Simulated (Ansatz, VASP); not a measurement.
One calculation of Sn, two programs

Contents of INCAR:

```
PREC     = Accurate       # precision mode
ENCUT    = 520            # plane-wave cutoff, eV
EDIFF    = 1E-7           # SCF threshold, eV
ISMEAR   = -1             # smearing method
SIGMA    = 0.05           # smearing width, eV
LREAL    = F              # projectors in reciprocal space
LASPH    = T              # aspherical terms in the spheres
NELM     = 60             # most SCF steps
ALGO     = Normal         # electronic algorithm
ISIF     = 2              # what is computed and relaxed
LWAVE    = F              # write WAVECAR
LCHARG   = T              # write CHGCAR
GGA      = PS             # functional
LELF     = T              # ELF
LVHAR    = T            
NBANDS   = 13             # bands
```

KPOINTS

```
regular mesh
0
Gamma
  11 11 11
```

The input POSCAR:

```
Sn
1.0
   -1.7149511408      1.7636302181      2.3226479567
    1.7149511408     -1.7636302181      2.3226479567
    1.7149511408      1.7636302181     -2.3226479567
Sn
1
Direct
    0.0000000000      0.0000000000      0.0000000000
```

The input input.yaml:

```yaml
crystal:
  lattice:
    - [-1.7149511408, 1.7636302181, 2.3226479567]
    - [1.7149511408, -1.7636302181, 2.3226479567]
    - [1.7149511408, 1.7636302181, -2.3226479567]
  atoms:
    - { symbol: Sn, position: [0.0, 0.0, 0.0] }
kpoints:
  mp_grid: { grid: [11, 11, 11] }
scf:
  occupations: { method: fermi_dirac, width: 0.05 }
hamiltonian:
  xc: pbesol
  pseudopotentials: { kind: all_electron, lapw: { basis_error: 0.001 } }
output:
  forces: true
  stress: true
  eigenvalues: true
```

Change from the starting cell: volume scaled by 0.98.

Alike in both runs: task single point; functional PBEsol; k mesh 11 × 11 × 11; occupations fermi-dirac, width 0.05 eV; no spin polarisation.

|  | VASP | Ansatz |
| --- | --- | --- |
| version | VASP 6.6.1 | Ansatz 0.2.0 |
| potentials or method | VASP PAW PBE potentials, release 64 (Sn_d), cutoff 520 eV | all-electron LAPW, scalar-relativistic |

|  | VASP | Ansatz | Ansatz less VASP |
| --- | --- | --- | --- |
| gap on the k mesh at the Fermi level (eV) | none | none | - |
| pressure (GPa) | -2.9 | -2.8 | +0.08 |
| traceless stress, the component that is largest in VASP (GPa) | -1.02 | -1.02 | -0.001 |

VASP's potentials were made for PBE, not for PBEsol. A gap of «none» marks a metal or a gap that the smearing closes. Ansatz ran all-electron here, and VASP with PAW potentials.
